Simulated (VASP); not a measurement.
# CdTe (I-4m2) in VASP: single point with HSE06

Aim: the single point of CdTe with HSE06.

All numbers are computed with VASP 6.6.1; they aren't measurements. Logs are shortened: lines on timing, memory, paths and dates and some standing lists are left out, and cuts for length are marked.

**1. The cell of the first run**

It takes space group I-4m2 (No. 119, tetragonal). The conventional cell has a = 4.870 Å, b = 4.870 Å, c = 6.090 Å, α = 90.00°, β = 90.00°, γ = 90.00°. Within 3.8 Å of Cd (site symmetry -4m2) lie 4 Te at 2.87 Å. Te (site symmetry -4m2) has 4 Cd at 2.87 Å within 3.8 Å.

**2. Single point, HSE06 (epitaxial xy strain +5.0%)**

File POSCAR:

```
CdTe
1.0
    0.0000000000      3.4439528717      3.0450158540
    3.4439528717      0.0000000000      3.0450158540
    3.4439528717      3.4439528717      0.0000000000
Cd Te
1 1
Direct
    0.0000000000      0.0000000000      0.0000000000
    0.2500000000      0.2500000000      0.2500000000
```

File INCAR.step1:

```
SYSTEM = CdTe
PREC     = Accurate       ! precision mode
ENCUT    = 520            ! plane-wave cutoff, eV
EDIFF    = 1E-5           ! SCF threshold, eV
ISMEAR   = 0              ! smearing method
SIGMA    = 0.01           ! smearing width, eV
LREAL    = .False.        ! projectors in reciprocal space
LASPH    = .True.         ! aspherical terms in the spheres
NELM     = 100            ! most SCF steps
ALGO     = Normal         ! electronic algorithm
ISIF     = 2              ! what is computed and relaxed
LWAVE    = .True.         ! write WAVECAR
LCHARG   = .False.        ! write CHGCAR
NBANDS   = 16             ! bands
GGA      = PE             ! functional
```

File INCAR.step2:

```
SYSTEM = CdTe
PREC     = Accurate       ! precision mode
ENCUT    = 520            ! plane-wave cutoff, eV
EDIFF    = 1E-7           ! SCF threshold, eV
ISMEAR   = 0              ! smearing method
SIGMA    = 0.01           ! smearing width, eV
LREAL    = .False.        ! projectors in reciprocal space
LASPH    = .True.         ! aspherical terms in the spheres
NELM     = 100            ! most SCF steps
ALGO     = Normal         ! electronic algorithm
ISIF     = 2              ! what is computed and relaxed
LWAVE    = .False.        ! write WAVECAR
LCHARG   = .False.        ! write CHGCAR
GGA      = PE             ! functional
LHFCALC  = .True.         ! exact exchange
HFSCREEN = 0.2079         ! screening, 1/A
PRECFOCK = Normal       
NBANDS   = 16             ! bands
ISTART   = 1
```

File KPOINTS:

```
Automatic mesh
0
Gamma
  4 4 4
  0 0 0
```

Potentials or basis: VASP PAW PBE potentials, release 64 (Cd, Te).

On the command line:

```console
cat potpaw_PBE.64/Cd/POTCAR potpaw_PBE.64/Te/POTCAR > POTCAR
cp INCAR.step1 INCAR
mpirun -np 1 vasp_std > vasp.out
cp INCAR.step2 INCAR
mpirun -np 1 vasp_std > vasp.out
```

OUTCAR:

```text
SYSTEM = CdTe
   PREC = Accurate
   ENCUT = 520
   EDIFF = 1E-7
   ISMEAR = 0
   LREAL = .False.
   LASPH = .True.
   NELM = 100
   ISIF = 2
   GGA = PE
   LHFCALC = .True.
   HFSCREEN = 0.2079
   PRECFOCK = Normal
   ISTART = 1

 ion  position               nearest neighbor table
   1  0.000  0.000  0.000-   2 2.87   2 2.87   2 2.87   2 2.87
   2  0.250  0.250  0.250-   1 2.87   1 2.87   1 2.87   1 2.87

  LATTYP: Found a body centered tetragonal cell.
 ALAT       =     4.8704848593
 C/A-ratio  =     1.2503953680

  Lattice vectors:

 A1 = (   0.0000000000,  -3.4439528717,  -3.0450158540)
 A2 = (   0.0000000000,   3.4439528717,  -3.0450158540)
 A3 = (   3.4439528717,   0.0000000000,   3.0450158540)

Analysis of symmetry for initial positions (statically):
=====================================================================
 Subroutine PRICEL returns:
 Original cell was already a primitive cell.

 Routine SETGRP: Setting up the symmetry group for a
 body centered tetragonal supercell.

 Subroutine GETGRP returns: Found  8 space group operations
 (whereof  8 operations were pure point group operations)
 out of a pool of 16 trial point group operations.

The static configuration has the point symmetry D_2d.

Analysis of symmetry for dynamics (positions and initial velocities):
=====================================================================
 Subroutine PRICEL returns:
 Original cell was already a primitive cell.

 Routine SETGRP: Setting up the symmetry group for a
 body centered tetragonal supercell.

 Subroutine GETGRP returns: Found  8 space group operations
 (whereof  8 operations were pure point group operations)
 out of a pool of 16 trial point group operations.

The dynamic configuration has the point symmetry D_2d.

 Subroutine INISYM returns: Found  8 space group operations
 (whereof  8 operations are pure point group operations),
 and found     1 'primitive' translations

----------------------------------------------------------------------------------------

                                     Primitive cell

  volume of cell :      72.2327

  direct lattice vectors                    reciprocal lattice vectors
     0.000000000  3.443952872  3.045015854    -0.145182010  0.145182010  0.164202758
[... 80 lines left out ...]
   ISIF   =      2    stress and relaxation
   ISYM   =      3    0-nonsym 1-usesym 2-fastsym
   POTIM  = 0.5000    time-step for ionic-motion
   TEBEG  =    0.0;   TEEND  =   0.0 temperature during run
   PSTRESS=    0.0 pullay stress
   NELECT =      18.0000    total number of electrons
   NUPDOWN=      -1.0000    fix difference up-down
   EMIN   =  10.00;   EMAX   =-10.00  energy-range for DOS
   EFERMI =   0.00;   METHOD = LEGACY
   ISMEAR =     0;   SIGMA  =   0.01  broadening in eV -4-tet -1-fermi 0-gaus
   EFERMI_NEDOS =   21; number of points for ismear=-14 and -15
   IALGO  =     38    algorithm
   IMIX   =      1    mixing-type and parameters
     AMIX     =   0.40;   BMIX     =  1.00
     AMIX_MAG =   1.60;   BMIX_MAG =  1.00
  volume/ion in A,a.u.               =      36.12       243.73
  Fermi-wavevector in a.u.,A,eV,Ry     =   1.030199  1.946793 14.439992  1.061309
  Thomas-Fermi vector in A             =   2.164285
   LORBIT       =      0    0 simple, 1 ext, 2 COOP (PROOUT), +10 PAW based schemes
   GGA     = PE    functional components
   LHFCALC =     T    Hartree Fock is set to
   PRECFOCK=normal    Normal, Fast or Accurate (Low or Medium for compatibility)
   ENCUT4O =  -1.0   cutoff for four orbital integrals eV
   NKREDX  =     1    reduce k-point grid by
   NKREDY  =     1    reduce k-point grid by
   NKREDZ  =     1    reduce k-point grid by
   AEXX    =    0.2500 exact exchange contribution
   HFSCREEN=    0.2079 screening length (either q_TF or 0.3 A-1)
   HFSCREENC=   0.2079 screening length for correlation (either q_TF or 0.3 A-1)
   ENCUTFOCK=  -1.0 apply spherical cutoff to Coloumb kernel
   IVDW    =     0    specifies the selected vdW correction
   LEPSILON=     F    determine dielectric tensor
   LRPA    =     F    only Hartree local field effects (RPA)
 non-spin polarized calculation
 Gauss-broadening in eV      SIGMA  =   0.01
  energy-cutoff  :      520.00
  volume of cell :       72.23
 maximum number of plane-waves:      1971
 NGX is ok and might be reduce to    36
  NGX = 28; NGY = 28; NGZ = 28

 number of electron      18.0000007 magnetization

 Free energy of the ion-electron system (eV)
  ---------------------------------------------------
  ext. energy  EPLUGINS =         0.00000000
  ---------------------------------------------------
  free energy    TOTEN  =        -5.95459176 eV

  energy without entropy =       -5.95459176  energy(sigma->0) =       -5.95459176

 E-fermi :   1.6049     XC(G=0):  -6.9657

 val. band max:        1.5286527301   @ k =   0.0000   0.0000   0.0000
 cond. band min:       2.6400062855   @ k =   0.0000   0.0000   0.0000
 fundamental gap:      1.1113535554
 Fermi energy:         1.6048743535

 k-point     1 :       0.0000    0.0000    0.0000
  band No.  band energies     occupation
      1     -10.4307      2.00000
      2      -8.1096      2.00000
      3      -8.1096      2.00000
      4      -8.0867      2.00000
      5      -7.8918      2.00000
      6      -7.8856      2.00000
[... 224 lines left out ...]
      3      -7.9888      2.00000
      4      -7.9023      2.00000
      5      -7.8960      2.00000
      6      -7.3232      2.00000
[... 8 lines left out ...]
     15      12.3765      0.00000
     16      12.7003      0.00000

------------------------ aborting loop because EDIFF is reached ----------------------------------------

  FORCE on cell =-STRESS in cart. coord.  units (eV):
  Direction    XX          YY          ZZ          XY          YZ          ZX
  --------------------------------------------------------------------------------------
  -------------------------------------------------------------------------------------
  Total       -0.6808320     -0.6808320      0.1665333      0.0000000      0.0000000     -0.0000000
  in kB      -15.1013783    -15.1013783      3.6938377      0.0000000      0.0000000     -0.0000000
  external PRESSURE =      -8.8363063 kB  Pullay stress =       0.0000000 kB

 VOLUME and BASIS-vectors are now :
 -----------------------------------------------------------------------------
  energy-cutoff  :      520.00
  volume of cell :       72.23
      direct lattice vectors                 reciprocal lattice vectors
     0.000000000  3.443952872  3.045015854    -0.145182010  0.145182010  0.164202758
     3.443952872  0.000000000  3.045015854     0.145182010 -0.145182010  0.164202758
     3.443952872  3.443952872  0.000000000     0.145182010  0.145182010 -0.164202758

 POSITION                                       TOTAL-FORCE (eV/Angst)
 -----------------------------------------------------------------------------------
      0.00000      0.00000      0.00000         0.000000      0.000000      0.000000
      1.72198      1.72198      1.52251        -0.000000     -0.000000     -0.000000
 -----------------------------------------------------------------------------------
    total drift:                               -0.000001     -0.000001     -0.000003

  FREE ENERGIE OF THE ION-ELECTRON SYSTEM (eV)
  ---------------------------------------------------
  free  energy   TOTEN  =        -5.9545917599 eV

  energy  without entropy=       -5.9545917599  energy(sigma->0) =       -5.95459176
```

OUTCAR.step1:

```text
SYSTEM = CdTe
   PREC = Accurate
   ENCUT = 520
   EDIFF = 1E-5
   ISMEAR = 0
   LREAL = .False.
   LASPH = .True.
[... 456 lines left out ...]
      0.00000      0.00000      0.00000         0.000000      0.000000     -0.000000
      1.72198      1.72198      1.52251        -0.000000     -0.000000      0.000000
 -----------------------------------------------------------------------------------
    total drift:                               -0.000001     -0.000001     -0.000000

  FREE ENERGIE OF THE ION-ELECTRON SYSTEM (eV)
  ---------------------------------------------------
  free  energy   TOTEN  =        -4.7226601580 eV

  energy  without entropy=       -4.7226601580  energy(sigma->0) =       -4.72266016
```

It took 34 min on 1 thread of Oxide Virtual Turin-like, shared host; peak memory 0.3 GiB.

What came out:

* Free energy: -5.9546 eV
* Pressure: -0.9 GPa
* Band gap on the k mesh: 1.11 eV

Levels at points of the mesh, in eV from the valence-band top:
```csv
k point,band 7,band 8,band 9,band 10,band 11,band 12
"(0.00, 0.00, 0.00)",-0.32,-0.32,0.00,1.11,5.36,5.39
"(0.50, 0.00, 0.00)",-4.54,-1.20,-0.67,2.24,5.52,6.38
"(0.50, 0.50, 0.00)",-4.06,-2.30,-2.30,2.64,2.97,9.80
"(0.50, 0.00, 0.50)",-4.65,-1.86,-1.67,3.35,3.61,9.00
```

Caveat: the cell differs from its parent crystal (epitaxial xy strain +5.0%); the PAW data sets were made with another functional, which shifts forces and pressure a little; spin-orbit coupling is left out, which moves the levels of the heavy elements.
